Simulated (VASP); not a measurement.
# Si in VASP: further runs, part 2 of 2

VASP 6.6.1. Earlier steps stand in the parts before.

**3. Single point, LDA, collinear spin**

Input file INCAR:

```
SYSTEM = Si
PREC     = Accurate       ! precision mode
ENCUT    = 520            ! plane-wave cutoff, eV
EDIFF    = 1E-7           ! SCF threshold, eV
ISMEAR   = 0              ! smearing method
SIGMA    = 0.05           ! smearing width, eV
LREAL    = .False.        ! projectors in reciprocal space
LASPH    = .True.         ! aspherical terms in the spheres
NELM     = 150            ! most SCF steps
ALGO     = Normal         ! electronic algorithm
ISIF     = 2              ! what is computed and relaxed
LWAVE    = .False.        ! write WAVECAR
LCHARG   = .False.        ! write CHGCAR
ISPIN    = 2              ! spin polarisation
MAGMOM   = 0 0 0 0 2      ! initial moments
LORBIT   = 11             ! projections on sites
LDIPOL   = .True.       
IDIPOL   = 3            
DIPOL    = 0.5 0.5 0.332
NBANDS   = 22             ! bands
```

Input file KPOINTS:

```
Automatic mesh
0
Gamma
  7 7 1
  0 0 0
```

Input file POSCAR:

```
Si
1.0
    3.8195065206      0.0000000000      0.0000000000
    0.0000000000      3.8195065206      0.0000000000
    0.0000000000      0.0000000000     21.0645252450
Si
5
Direct
    0.0000000000      0.5000000000      0.1898927203
    0.0000000000      0.0000000000      0.2540004780
    0.5000000000      0.0000000000      0.3202822601
    0.5000000000      0.5000000000      0.3828486591
    0.5000000000      0.5000000000      0.5143493679
```

Potentials or basis: VASP PAW LDA potentials, release 64 (Si).

Launch:

```console
cat potpaw_LDA.64/Si/POTCAR > POTCAR
mpirun -np 1 vasp_std > vasp.out
```

OUTCAR:

```text
SYSTEM = Si
   PREC = Accurate
   ENCUT = 520
   EDIFF = 1E-7
   ISMEAR = 0
   LREAL = .False.
   LASPH = .True.
   NELM = 150
   ISIF = 2
   ISPIN = 2
   LORBIT = 11

 ion  position               nearest neighbor table
   1  0.000  0.500  0.190-   2 2.34   2 2.34
   2  0.000  0.000  0.254-   1 2.34   1 2.34   3 2.37   3 2.37
   3  0.500  0.000  0.320-   4 2.32   4 2.32   2 2.37   2 2.37
   4  0.500  0.500  0.383-   3 2.32   3 2.32   5 2.77
   5  0.500  0.500  0.514-   4 2.77

  LATTYP: Found a simple tetragonal cell.
 ALAT       =     3.8195065206
 C/A-ratio  =     5.5149860673

  Lattice vectors:

 A1 = (   3.8195065206,   0.0000000000,   0.0000000000)
 A2 = (   0.0000000000,   3.8195065206,   0.0000000000)
 A3 = (   0.0000000000,   0.0000000000,  21.0645252450)

Analysis of symmetry for initial positions (statically):
=====================================================================
 Subroutine PRICEL returns:
 Original cell was already a primitive cell.

 Routine SETGRP: Setting up the symmetry group for a
 simple tetragonal supercell.

 Subroutine GETGRP returns: Found  4 space group operations
 (whereof  4 operations were pure point group operations)
 out of a pool of 16 trial point group operations.

The static configuration has the point symmetry C_2v.

Analysis of symmetry for dynamics (positions and initial velocities):
=====================================================================
 Subroutine PRICEL returns:
 Original cell was already a primitive cell.

 Routine SETGRP: Setting up the symmetry group for a
 simple tetragonal supercell.

 Subroutine GETGRP returns: Found  4 space group operations
 (whereof  4 operations were pure point group operations)
 out of a pool of 16 trial point group operations.

The dynamic configuration has the point symmetry C_2v.

Analysis of structural, dynamic, and magnetic symmetry:
=====================================================================
 Subroutine PRICEL returns:
 Original cell was already a primitive cell.

 Routine SETGRP: Setting up the symmetry group for a
 simple tetragonal supercell.

 Subroutine GETGRP returns: Found  4 space group operations
 (whereof  4 operations were pure point group operations)
 out of a pool of 16 trial point group operations.

The overall configuration has the point symmetry C_2v.

 Subroutine INISYM returns: Found  4 space group operations
 (whereof  4 operations are pure point group operations),
 and found     1 'primitive' translations

----------------------------------------------------------------------------------------

                                     Primitive cell

  volume of cell :     307.3026

  direct lattice vectors                    reciprocal lattice vectors
     3.819506521  0.000000000  0.000000000     0.261813927  0.000000000  0.000000000
     0.000000000  3.819506521  0.000000000     0.000000000  0.261813927  0.000000000
     0.000000000  0.000000000 21.064525245     0.000000000  0.000000000  0.047473180

  length of vectors
     3.819506521  3.819506521 21.064525245     0.261813927  0.261813927  0.047473180

  position of ions in fractional coordinates (direct lattice)
     0.000000000  0.500000000  0.189892720
[... 84 lines left out ...]
   TEBEG  =    0.0;   TEEND  =   0.0 temperature during run
   PSTRESS=    0.0 pullay stress
   NELECT =      20.0000    total number of electrons
   NUPDOWN=      -1.0000    fix difference up-down
   EMIN   =  10.00;   EMAX   =-10.00  energy-range for DOS
   EFERMI =   0.00;   METHOD = LEGACY
   ISMEAR =     0;   SIGMA  =   0.05  broadening in eV -4-tet -1-fermi 0-gaus
   EFERMI_NEDOS =   21; number of points for ismear=-14 and -15
   IALGO  =     38    algorithm
   IMIX   =      4    mixing-type and parameters
     AMIX     =   0.40;   BMIX     =  1.00
     AMIX_MAG =   1.60;   BMIX_MAG =  1.00
  volume/ion in A,a.u.               =      61.46       414.76
  Fermi-wavevector in a.u.,A,eV,Ry     =   0.658511  1.244405  5.899979  0.433636
  Thomas-Fermi vector in A             =   1.730355
   LORBIT       =     11    0 simple, 1 ext, 2 COOP (PROOUT), +10 PAW based schemes
   GGA     = CA    functional components
   LHFCALC =     F    Hartree Fock is set to
   AEXX    =    0.0000 exact exchange contribution
   IVDW    =     0    specifies the selected vdW correction
   LEPSILON=     F    determine dielectric tensor
   LRPA    =     F    only Hartree local field effects (RPA)
 spin polarized calculation
 Gauss-broadening in eV      SIGMA  =   0.05
  energy-cutoff  :      520.00
  volume of cell :      307.30
 maximum number of plane-waves:      8299
   NGX = 15   NGY = 15   NGZ = 79

 dipolmoment           0.000000      0.000000      0.041386 electrons x Angstroem

 number of electron      20.0000000 magnetization      -0.0001163

 number of electron      20.0000000 magnetization       0.0000059

 dipolmoment           0.000000      0.000000     -0.062655 electrons x Angstroem

 Free energy of the ion-electron system (eV)
  ---------------------------------------------------
  ext. energy  EPLUGINS =         0.00000000
  ---------------------------------------------------
  free energy    TOTEN  =       -23.84080788 eV

  energy without entropy =      -23.83452715  energy(sigma->0) =      -23.83766751

 E-fermi :  -1.6728     XC(G=0):  -4.3852

 val. band max:       -1.6889481297   @ k =   0.2857   0.1429   0.0000
 cond. band min:      -1.6595014868   @ k =   0.4286   0.0000   0.0000
 fundamental gap:      0.0294466429
 Fermi energy:        -1.6727733158

 spin component 1

 k-point     1 :       0.0000    0.0000    0.0000
  band No.  band energies     occupation
      1     -12.6443      1.00000
      2     -10.5354      1.00000
      3      -8.7650      1.00000
      4      -6.9207      1.00000
      5      -3.7491      1.00000
      6      -3.6636      1.00000
[... 389 lines left out ...]
     21       4.8504      0.00000
     22       5.4393      0.00000
 Fermi energy:        -1.6727733158

 spin component 2

 k-point     1 :       0.0000    0.0000    0.0000
  band No.  band energies     occupation
      1     -12.6443      1.00000
      2     -10.5354      1.00000
      3      -8.7650      1.00000
      4      -6.9207      1.00000
      5      -3.7491      1.00000
      6      -3.6636      1.00000
[... 389 lines left out ...]
     21       4.8504      0.00000
     22       5.4393      0.00000

------------------------ aborting loop because EDIFF is reached ----------------------------------------

 vacuum level on the upper side and lower side of the slab       (xc-potential included)        -0.464         0.292

  FORCE on cell =-STRESS in cart. coord.  units (eV):
  Direction    XX          YY          ZZ          XY          YZ          ZX
  --------------------------------------------------------------------------------------
  -------------------------------------------------------------------------------------
  Total       -5.5486832     -3.6327197     -5.9108529      0.0000000      0.0000000      0.0000000
  in kB      -28.9290602    -18.9398390    -30.8172971      0.0000000      0.0000000      0.0000000
  external PRESSURE =     -26.2287321 kB  Pullay stress =       0.0000000 kB

 VOLUME and BASIS-vectors are now :
 -----------------------------------------------------------------------------
  energy-cutoff  :      520.00
  volume of cell :      307.30
      direct lattice vectors                 reciprocal lattice vectors
     3.819506521  0.000000000  0.000000000     0.261813927  0.000000000  0.000000000
     0.000000000  3.819506521  0.000000000     0.000000000  0.261813927  0.000000000
     0.000000000  0.000000000 21.064525245     0.000000000  0.000000000  0.047473180

 POSITION                                       TOTAL-FORCE (eV/Angst)
 -----------------------------------------------------------------------------------
      0.00000      1.90975      4.00000         0.000000      0.000000      0.040949
      0.00000      0.00000      5.35040         0.000000      0.000000      0.106631
      1.90975      0.00000      6.74659         0.000000      0.000000      0.084349
      1.90975      1.90975      8.06453         0.000000      0.000000      1.694098
      1.90975      1.90975     10.83453         0.000000      0.000000     -1.926027
 -----------------------------------------------------------------------------------
    total drift:                               -0.000000     -0.000000      0.000032

  FREE ENERGIE OF THE ION-ELECTRON SYSTEM (eV)
  ---------------------------------------------------
  free  energy   TOTEN  =       -23.8408078766 eV

  energy  without entropy=      -23.8345271501  energy(sigma->0) =      -23.83766751

 vacuum level on the upper side and lower side of the slab         3.142         3.926

 total charge

# of ion       s       p       d       tot
------------------------------------------
    1        0.868   0.731   0.000   1.598
    2        0.779   0.917   0.000   1.696
    3        0.771   0.922   0.000   1.692
    4        0.816   0.788   0.000   1.604
    5        0.941   0.523   0.000   1.464
--------------------------------------------------
tot          4.175   3.881   0.000   8.055

 magnetization (x)

# of ion       s       p       d       tot
------------------------------------------
    1        0.000   0.000   0.000   0.000
    2        0.000   0.000   0.000   0.000
    3        0.000   0.000   0.000   0.000
    4        0.000   0.000   0.000   0.000
    5        0.000   0.000   0.000   0.000
--------------------------------------------------
tot          0.000   0.000   0.000   0.000
```

Run time: 5.5 min. Hardware: 1 thread of AMD EPYC 9R14 (Zen 4), shared host; peak memory 0.34 GiB.

What came out:

| Property | Result |
| --- | --- |
| Free energy | -23.8408 eV |
| Largest force | 1.926 eV/Å |
| Band gap on the k mesh | zero (filled and empty bands overlap) |
| Net moment | 0.00 μB per cell |
| Valence electrons inside the program's atomic spheres | Si 1.60, 1.70, 1.69, 1.46 (each value once) |

Forces in eV/Å, atoms in the order of the input:
```
Si   0.000  0.000  0.041
Si   0.000  0.000  0.107
Si   0.000  0.000  0.084
Si   0.000  0.000  1.694
Si   0.000  0.000 -1.926
```

The gap in the log of VASP goes by the Fermi energy; the results here count the filled bands.